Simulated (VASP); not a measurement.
The system is MoS2.

```
CELL_PARAMETERS angstrom
1.58550 0.91539 6.11500
-1.58550 0.91539 6.11500
0.00000 -1.83078 6.11500
ATOMIC_POSITIONS crystal
Mo 0.00000 0.00000 0.00000
S 0.75000 0.75000 0.75000
S 0.25000 0.25000 0.25000
```

```yaml
Program: VASP 6.6.1
Task: relaxation of cell and atoms
Functional: PBE
Potentials_or_basis: VASP PAW PBE potentials, release 64 (Mo_sv, S)
Cutoff: 600 eV
k_mesh: 6 × 6 × 6
Occupations: gaussian, width 0.1 eV
Spin: collinear spin
Starting_moments: "[1.0, 0.0, 0.0] μB"
```

At the start: pressure 7.8 GPa; volume 17.75 Å³/atom.

Task: Where does the relaxation end?

Result: Over 21 steps the energy falls by 28.0 meV/atom and the volume is 19.78 Å³/atom (+11.5 %); space group R-3m (No. 166, to 0.1 Å) before and after; moment 0.00 μB per cell.

The path:
```tsv
step	energy change (eV)	largest force (eV/Å)	pressure (GPa)	volume (Å³)
1	0.0000	0.9328	7.80	53.25
2	0.1639	1.5872	-11.22	60.18
3	-0.0691	0.0929	-0.27	55.56
4	-0.0691	0.0616	-0.02	55.48
5	-0.0691	0.0438	0.11	55.43
6	-0.0709	0.0561	0.16	55.46
7	-0.0734	0.0960	0.29	55.54
8	-0.0754	0.1080	0.02	55.94
9	-0.0785	0.1366	-0.59	56.94
10	-0.0784	0.1770	-1.61	58.98
11	-0.0795	0.1506	-0.99	57.82
12	-0.0801	0.1297	-0.90	57.87
13	-0.0813	0.0694	-0.55	58.03
14	-0.0821	0.0557	0.14	58.36
15	-0.0821	0.0384	0.04	58.31
16	-0.0823	0.0368	0.05	58.35
17	-0.0828	0.0323	0.09	58.46
18	-0.0835	0.0241	0.17	58.69
19	-0.0838	0.0112	0.36	59.13
20	-0.0837	0.0824	-0.33	59.65
21	-0.0839	0.0281	0.06	59.35
```

Final structure:
```
Mo S
1.0
     1.59578    0.92132    6.72791
    -1.59578    0.92132    6.72791
     0.00000   -1.84264    6.72791
Mo S
1 2
Cartesian
  0.0000 0.0000 0.0000
  0.0000 0.0000 15.0385
  0.0000 0.0000 5.1453
```

Caveat: the k points lie up to 0.38 Å⁻¹ apart in the final cell, too coarse for converged energies and pressures of a metal.
